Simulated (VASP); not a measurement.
# Pb: single point with PBEsol

The system is Pb.

```
Pb
1.0
     0.00000    1.81795    1.81795
     1.81795    0.00000    1.81795
     1.81795    1.81795    0.00000
Pb
1
Direct
  0.00000 0.00000 0.00000
```

```yaml
Program: VASP 6.6.1
Task: single point
Functional: PBEsol
Potentials_or_basis: VASP PAW PBE potentials, release 64 (Pb_d)
Cutoff: 520 eV
k_mesh: 15 × 15 × 15
Occupations: fermi-dirac, width 0.1 eV
Spin: no spin polarisation
Dipole_correction: no
Further_INCAR_settings: ALGO = Normal; EDIFF = 1e-07; NBANDS = 13
```

```
Pressure               : 417.3 GPa
Band gap on the k mesh : zero (bands 7 and 8 overlap by 11.65 eV)
```

Levels at points of the mesh, in eV from the Fermi level:
```csv
k point,band 4,band 5,band 6,band 7,band 8,band 9,band 10,band 11
"(0.00, 0.00, 0.00)",-21.75,-20.14,-20.14,5.88,11.27,11.27,11.27,18.58
```

Run time: 26 s on 1 thread of Intel Xeon 8259CL, on a shared host, peak memory 0.14 GiB.

Caveat: the cell stands under pressure; the PAW data sets were made with another functional, which shifts forces and pressure a little; spin-orbit coupling is left out, which moves the levels of the heavy elements.
